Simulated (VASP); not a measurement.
# CoGe (zincblende type) (F-43m) in VASP: further runs

Runs on CoGe (zincblende type). Level: LDA. Tasks: single point.

Everything below comes from runs of VASP 6.6.1. Logs are shortened: lines on timing, memory, paths and dates and some standing lists are left out, and cuts for length are marked.

## Step 1: The cell of the first run

Symmetry: F-43m, No. 216, cubic system. Conventional cell: a = 4.862 Å, b = 4.862 Å, c = 4.862 Å, α = 90.00°, β = 90.00°, γ = 90.00°. Co (site symmetry -43m) has 4 Ge at 2.11 Å within 2.8 Å. Within 2.8 Å of Ge (site symmetry -43m) lie 4 Co at 2.11 Å.

## Step 2: Single point, LDA, collinear spin, ferromagnetic start (volume scaled by 0.85)

The input, INCAR:

```
SYSTEM = CoGe
  PREC = Accurate
  ENCUT = 520
  EDIFF = 1E-6
  ISMEAR = -1
  SIGMA = 0.05
  LREAL = .False.
  LASPH = .True.
  NELM = 150
  ALGO = Normal
  ISIF = 2
  LWAVE = .False.
  LCHARG = .True.
  ISPIN = 2
  MAGMOM = 1.7 0
  LORBIT = 11
  LMAXMIX = 4
  GGA = CA
  LELF = .True.
  LVHAR = .True.
  NBANDS = 22
```

The input, KPOINTS:

```
Automatic mesh
0
Gamma
  13 13 13
  0 0 0
```

The input, POSCAR:

```
CoGe
1.0
    0.0000000000      2.4310306153      2.4310306153
    2.4310306153      0.0000000000      2.4310306153
    2.4310306153      2.4310306153      0.0000000000
Co Ge
1 1
Direct
    0.0000000000      0.0000000000      0.0000000000
    0.2500000000      0.2500000000      0.2500000000
```

Potentials or basis: VASP PAW LDA potentials, release 64 (Co, Ge_d).

Run with:

```console
$ cat potpaw_LDA.64/Co/POTCAR potpaw_LDA.64/Ge_d/POTCAR > POTCAR
$ mpirun -np 1 vasp_std > vasp.out
```

OUTCAR:

```text
SYSTEM = CoGe
   PREC = Accurate
   ENCUT = 520
   EDIFF = 1E-6
   ISMEAR = -1
   LREAL = .False.
   LASPH = .True.
   NELM = 150
   ISIF = 2
   ISPIN = 2
   LORBIT = 11
   GGA = CA

 ion  position               nearest neighbor table
   1  0.000  0.000  0.000-   2 2.11   2 2.11   2 2.11   2 2.11
   2  0.250  0.250  0.250-   1 2.11   1 2.11   1 2.11   1 2.11

  LATTYP: Found a face centered cubic cell.
 ALAT       =     4.8620612306

  Lattice vectors:

 A1 = (   0.0000000000,   2.4310306153,   2.4310306153)
 A2 = (   2.4310306153,   0.0000000000,   2.4310306153)
 A3 = (   2.4310306153,   2.4310306153,   0.0000000000)

Analysis of symmetry for initial positions (statically):
=====================================================================
 Subroutine PRICEL returns:
 Original cell was already a primitive cell.

 Routine SETGRP: Setting up the symmetry group for a
 face centered cubic supercell.

 Subroutine GETGRP returns: Found 24 space group operations
 (whereof 24 operations were pure point group operations)
 out of a pool of 48 trial point group operations.

The static configuration has the point symmetry T_d .

Analysis of symmetry for dynamics (positions and initial velocities):
=====================================================================
 Subroutine PRICEL returns:
 Original cell was already a primitive cell.

 Routine SETGRP: Setting up the symmetry group for a
 face centered cubic supercell.

 Subroutine GETGRP returns: Found 24 space group operations
 (whereof 24 operations were pure point group operations)
 out of a pool of 48 trial point group operations.

The dynamic configuration has the point symmetry T_d .

Analysis of structural, dynamic, and magnetic symmetry:
=====================================================================
 Subroutine PRICEL returns:
 Original cell was already a primitive cell.

 Routine SETGRP: Setting up the symmetry group for a
 face centered cubic supercell.

 Subroutine GETGRP returns: Found 24 space group operations
 (whereof 24 operations were pure point group operations)
 out of a pool of 48 trial point group operations.

The overall configuration has the point symmetry T_d .

 Subroutine INISYM returns: Found 24 space group operations
 (whereof 24 operations are pure point group operations),
 and found     1 'primitive' translations

----------------------------------------------------------------------------------------

                                     Primitive cell

  volume of cell :      28.7343

  direct lattice vectors                    reciprocal lattice vectors
     0.000000000  2.431030615  2.431030615    -0.205674086  0.205674086  0.205674086
     2.431030615  0.000000000  2.431030615     0.205674086 -0.205674086  0.205674086
     2.431030615  2.431030615  0.000000000     0.205674086  0.205674086 -0.205674086

  length of vectors
     3.437996467  3.437996467  3.437996467     0.356237967  0.356237967  0.356237967

  position of ions in fractional coordinates (direct lattice)
     0.000000000  0.000000000  0.000000000
     0.250000000  0.250000000  0.250000000

  ion indices of the primitive-cell ions
   primitive index   ion index
                 1           1
                 2           2

----------------------------------------------------------------------------------------

 KPOINTS: Automatic mesh

Automatic generation of k-mesh.
 Grid dimensions read from file:
 generate k-points for:   13   13   13

 Generating k-lattice:

  Cartesian coordinates                     Fractional coordinates (reciprocal lattice)
    -0.015821084  0.015821084  0.015821084     0.076923077  0.000000000  0.000000000
     0.015821084 -0.015821084  0.015821084     0.000000000  0.076923077  0.000000000
     0.015821084  0.015821084 -0.015821084     0.000000000  0.000000000  0.076923077

  Length of vectors
     0.027402921  0.027402921  0.027402921

  Shift w.r.t. Gamma in fractional coordinates (k-lattice)
     0.000000000  0.000000000  0.000000000

 Subroutine IBZKPT returns following result:
 ===========================================

 Found     84 irreducible k-points:

 Following reciprocal coordinates:
            Coordinates               Weight
  0.000000  0.000000  0.000000      1.000000
  0.076923  0.000000  0.000000      8.000000
  0.153846  0.000000  0.000000      8.000000
  0.230769  0.000000  0.000000      8.000000
  0.307692  0.000000  0.000000      8.000000
  0.384615  0.000000  0.000000      8.000000
[... 16 lines left out ...]
  0.384615  0.153846  0.000000     24.000000
  0.461538  0.153846  0.000000     24.000000
 [... further k-points ...]
   k-points           NKPTS =     84   k-points in BZ     NKDIM =     84   number of bands    NBANDS=     22
   number of dos      NEDOS =    301   number of ions     NIONS =      2
   total plane-waves  NPLWV =  21952
   dimension x,y,z NGX =    28 NGY =   28 NGZ =   28
   dimension x,y,z NGXF=    56 NGYF=   56 NGZF=   56
   ions per type =               1   1
   NGX,Y,Z   is equivalent  to a cutoff of  13.54, 13.54, 13.54 a.u.
   NGXF,Y,Z  is equivalent  to a cutoff of  27.08, 27.08, 27.08 a.u.
 SYSTEM =  CoGe
   PREC   = accura    normal or accurate (medium, high low for compatibility)
   ISTART =      0    job   : 0-new  1-cont  2-samecut
   ICHARG =      2    charge: 1-file 2-atom 10-const
   ISPIN  =      2    spin polarized calculation?
   LNONCOLLINEAR =      F non collinear calculations
   LSORBIT =      F    spin-orbit coupling
   LASPH  =      T    aspherical Exc in radial PAW
   ENCUT  =  520.0 eV  38.22 Ry    6.18 a.u.   6.39  6.39  6.39*2*pi/ulx,y,z
   NELM   =    150;   NELMIN=  2; NELMDL= -5     # of ELM steps
   EDIFF  = 0.1E-05   stopping-criterion for ELM
   LREAL  =      F    real-space projection
   EDIFFG = 0.1E-04   stopping-criterion for IOM
   NSW    =      0    number of steps for IOM
   IBRION =     -1    ionic relax: 0-MD 1-quasi-New 2-CG
   NFREE  =      0    steps in history (QN), initial steepest desc. (CG)
   ISIF   =      2    stress and relaxation
   ISYM   =      2    0-nonsym 1-usesym 2-fastsym
   POTIM  = 0.5000    time-step for ionic-motion
   TEBEG  =    0.0;   TEEND  =   0.0 temperature during run
   PSTRESS=    0.0 pullay stress
   NELECT =      23.0000    total number of electrons
   NUPDOWN=      -1.0000    fix difference up-down
   EMIN   =  10.00;   EMAX   =-10.00  energy-range for DOS
   EFERMI =   0.00;   METHOD = LEGACY
   ISMEAR =    -1;   SIGMA  =   0.05  broadening in eV -4-tet -1-fermi 0-gaus
   EFERMI_NEDOS =   21; number of points for ismear=-14 and -15
   IALGO  =     38    algorithm
   IMIX   =      4    mixing-type and parameters
     AMIX     =   0.40;   BMIX     =  1.00
     AMIX_MAG =   1.60;   BMIX_MAG =  1.00
  volume/ion in A,a.u.               =      14.37        96.95
  Fermi-wavevector in a.u.,A,eV,Ry     =   1.520024  2.872428 31.435879  2.310472
  Thomas-Fermi vector in A             =   2.628930
   LORBIT       =     11    0 simple, 1 ext, 2 COOP (PROOUT), +10 PAW based schemes
   GGA     = CA    functional components
   LHFCALC =     F    Hartree Fock is set to
   AEXX    =    0.0000 exact exchange contribution
   IVDW    =     0    specifies the selected vdW correction
   LEPSILON=     F    determine dielectric tensor
   LRPA    =     F    only Hartree local field effects (RPA)
 spin polarized calculation
  energy-cutoff  :      520.00
  volume of cell :       28.73
 maximum number of plane-waves:       791
 NGX is ok and might be reduce to    28
   NGX = 13   NGY = 13   NGZ = 13

 number of electron      22.9999987 magnetization      -0.0006043

 number of electron      22.9999987 magnetization       0.0001231

 Free energy of the ion-electron system (eV)
  ---------------------------------------------------
  ext. energy  EPLUGINS =         0.00000000
  ---------------------------------------------------
  free energy    TOTEN  =       -11.99645081 eV

  energy without entropy =      -11.99009920  energy(sigma->0) =      -11.99327501

 E-fermi :   7.3872     XC(G=0): -12.2607

 val. band max:        7.3311226494   @ k =   0.4615   0.1538   0.0769
 cond. band min:       7.4486850365   @ k =   0.4615   0.4615   0.0000
 fundamental gap:      0.1175623871
 Fermi energy:         7.3872098062

 spin component 1

 k-point     1 :       0.0000    0.0000    0.0000
  band No.  band energies     occupation
      1     -16.6614      1.00000
      2     -16.6614      1.00000
      3     -16.6614      1.00000
      4     -16.6132      1.00000
      5     -16.6132      1.00000
      6      -4.3694      1.00000
[... 14 lines left out ...]
     21      23.6225      0.00000
     22      23.6225      0.00000

 k-point     2 :       0.0769    0.0000    0.0000
  band No.  band energies     occupation
      1     -16.6618      1.00000
      2     -16.6610      1.00000
      3     -16.6610      1.00000
      4     -16.6128      1.00000
      5     -16.6128      1.00000
      6      -4.2658      1.00000
[... 14 lines left out ...]
     21      22.7812      0.00000
     22      24.1133      0.00000

 k-point     3 :       0.1538    0.0000    0.0000
  band No.  band energies     occupation
      1     -16.6628      1.00000
      2     -16.6598      1.00000
      3     -16.6598      1.00000
      4     -16.6118      1.00000
      5     -16.6118      1.00000
      6      -3.9599      1.00000
[... 14 lines left out ...]
     21      22.4470      0.00000
     22      25.7036      0.00000
[... 476 lines left out ...]
 k-point    23 :       0.3846    0.1538    0.0000
  band No.  band energies     occupation
      1     -16.6703      1.00000
      2     -16.6548      1.00000
      3     -16.6512      1.00000
      4     -16.6133      1.00000
      5     -16.6028      1.00000
      6      -2.2887      1.00000
[... 14 lines left out ...]
     21      26.5728      0.00000
     22      30.4220      0.00000

 k-point    24 :       0.4615    0.1538    0.0000
  band No.  band energies     occupation
      1     -16.6692      1.00000
      2     -16.6555      1.00000
      3     -16.6506      1.00000
      4     -16.6114      1.00000
      5     -16.6028      1.00000
      6      -1.6671      1.00000
[... 14 lines left out ...]
     21      27.6611      0.00000
     22      29.0912      0.00000

 [... further k-points ...]

 spin component 2

 k-point     1 :       0.0000    0.0000    0.0000
  band No.  band energies     occupation
      1     -16.6614      1.00000
      2     -16.6614      1.00000
      3     -16.6614      1.00000
      4     -16.6132      1.00000
      5     -16.6132      1.00000
      6      -4.3695      1.00000
[... 14 lines left out ...]
     21      23.6224      0.00000
     22      23.6224      0.00000

 k-point     2 :       0.0769    0.0000    0.0000
  band No.  band energies     occupation
      1     -16.6617      1.00000
      2     -16.6609      1.00000
      3     -16.6609      1.00000
      4     -16.6128      1.00000
      5     -16.6128      1.00000
      6      -4.2658      1.00000
[... 14 lines left out ...]
     21      22.7811      0.00000
     22      24.1133      0.00000

 k-point     3 :       0.1538    0.0000    0.0000
  band No.  band energies     occupation
      1     -16.6628      1.00000
      2     -16.6598      1.00000
      3     -16.6598      1.00000
      4     -16.6118      1.00000
      5     -16.6118      1.00000
      6      -3.9599      1.00000
[... 14 lines left out ...]
     21      22.4470      0.00000
     22      25.7036      0.00000
[... 476 lines left out ...]
 k-point    23 :       0.3846    0.1538    0.0000
  band No.  band energies     occupation
      1     -16.6703      1.00000
      2     -16.6548      1.00000
      3     -16.6512      1.00000
      4     -16.6133      1.00000
      5     -16.6028      1.00000
      6      -2.2888      1.00000
[... 14 lines left out ...]
     21      26.5728      0.00000
     22      30.4219      0.00000

 k-point    24 :       0.4615    0.1538    0.0000
  band No.  band energies     occupation
      1     -16.6692      1.00000
      2     -16.6555      1.00000
      3     -16.6506      1.00000
      4     -16.6114      1.00000
      5     -16.6028      1.00000
      6      -1.6672      1.00000
[... 14 lines left out ...]
     21      27.6611      0.00000
     22      29.0911      0.00000

 [... further k-points ...]
[... 5 lines left out ...]
  --------------------------------------------------------------------------------------
  -------------------------------------------------------------------------------------
  Total        5.0264907      5.0264907      5.0264907      0.0000000     -0.0000000      0.0000000
  in kB      280.2684323    280.2684323    280.2684323      0.0000000     -0.0000000      0.0000000
  external PRESSURE =     280.2684323 kB  Pullay stress =       0.0000000 kB

 VOLUME and BASIS-vectors are now :
 -----------------------------------------------------------------------------
  energy-cutoff  :      520.00
  volume of cell :       28.73
      direct lattice vectors                 reciprocal lattice vectors
     0.000000000  2.431030615  2.431030615    -0.205674086  0.205674086  0.205674086
     2.431030615  0.000000000  2.431030615     0.205674086 -0.205674086  0.205674086
     2.431030615  2.431030615  0.000000000     0.205674086  0.205674086 -0.205674086

 POSITION                                       TOTAL-FORCE (eV/Angst)
 -----------------------------------------------------------------------------------
      0.00000      0.00000      0.00000         0.000000      0.000000      0.000000
      1.21552      1.21552      1.21552        -0.000000     -0.000000     -0.000000
 -----------------------------------------------------------------------------------
    total drift:                                0.000001      0.000001      0.000001

  FREE ENERGIE OF THE ION-ELECTRON SYSTEM (eV)
  ---------------------------------------------------
  free  energy   TOTEN  =       -11.9964508123 eV

  energy  without entropy=      -11.9900992009  energy(sigma->0) =      -11.99327501

 total charge

# of ion       s       p       d       tot
------------------------------------------
    1        0.578   0.477   7.742   8.796
    2        1.226   1.408  10.150  12.785
--------------------------------------------------
tot          1.803   1.885  17.892  21.581

 magnetization (x)

# of ion       s       p       d       tot
------------------------------------------
    1       -0.000  -0.000  -0.000  -0.000
    2        0.000  -0.000  -0.000  -0.000
--------------------------------------------------
tot         -0.000  -0.000  -0.000  -0.000
```

Wall time 1.8 min (1 thread of Intel Xeon Platinum 8259CL at 2.50GHz (Skylake/Cascade Lake), shared host); peak memory 0.21 GiB.

Results:

* Free energy: -11.9965 eV
* Pressure: 28.0 GPa
* Net moment: 0.00 μB per cell
* Valence electrons inside the program's atomic spheres: Co 8.80; Ge 12.79

Caveat: the starting moments collapsed, and a magnetic state may lie lower.

(Part 1 of 2 ends here.)
